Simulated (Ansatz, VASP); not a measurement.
Two plane-wave programs on AlN

Contents of INCAR:

```
PREC = Accurate
ENCUT = 520
EDIFF = 1E-6
ISMEAR = 0
SIGMA = 0.05
LREAL = F
LASPH = T
NELM = 80
ALGO = Normal
ISIF = 2
LWAVE = F
LCHARG = F
GGA = PS
NBANDS = 16
```

KPOINTS

```
Automatic mesh
0
Gamma
  9 9 6
```

The input POSCAR:

```
AlN
1.0
    3.3015780391      0.0000000000      0.0000000000
   -1.6507890196      2.8592504545      0.0000000000
    0.0000000000      0.0000000000      4.2655000000
Al N
2 2
Direct
    0.3333333333      0.6666666667      0.7500000000
    0.6666666667      0.3333333333      0.2500000000
    0.3333333333      0.6666666667      0.2500000000
    0.6666666667      0.3333333333      0.7500000000
```

Input for Ansatz:

```yaml
crystal:
  lattice:
    - [3.3015780391, 0.0, 0.0]
    - [-1.6507890196, 2.8592504545, 0.0]
    - [0.0, 0.0, 4.2655]
  atoms:
    - { symbol: Al, position: [0.3333333333, 0.6666666667, 0.75] }
    - { symbol: Al, position: [0.6666666667, 0.3333333333, 0.25] }
    - { symbol: "N", position: [0.3333333333, 0.6666666667, 0.25] }
    - { symbol: "N", position: [0.6666666667, 0.3333333333, 0.75] }
basis:
  ecutwfc: 520.0
kpoints:
  mp_grid: { grid: [9, 9, 6] }
hamiltonian:
  xc: pbesol
scf:
  occupations: { method: gaussian, width: 0.05 }
output:
  forces: true
  stress: true
  eigenvalues: true
```

Alike in both runs: task single point; functional PBEsol; k mesh 9 × 9 × 6; occupations gaussian, width 0.05 eV; no spin polarisation.

```csv
,VASP,Ansatz
version,VASP 6.6.1,Ansatz 0.2.0
potentials or method,"VASP PAW PBE potentials, release 64 (Al, N), cutoff 520 eV","scalar-relativistic, plane waves, PAW"
valence electrons in the cell,16,16
```

Ansatz gave:

| Property | Result |
| --- | --- |
| gap on the k mesh at the Fermi level (eV) | 3.03 |
| least direct gap on the mesh (eV) | 3.03 |
| pressure (GPa) | -5.1 |
| traceless stress, the component that is largest in VASP (GPa) | -2.57 |

Problem. Estimate VASP's values.

Solution. gap on the k mesh at the Fermi level (eV): 3.04; least direct gap on the mesh (eV): 3.04; pressure (GPa): -5.1; traceless stress, the component that is largest in VASP (GPa): -2.61.

VASP's potentials were made for PBE, not for PBEsol.
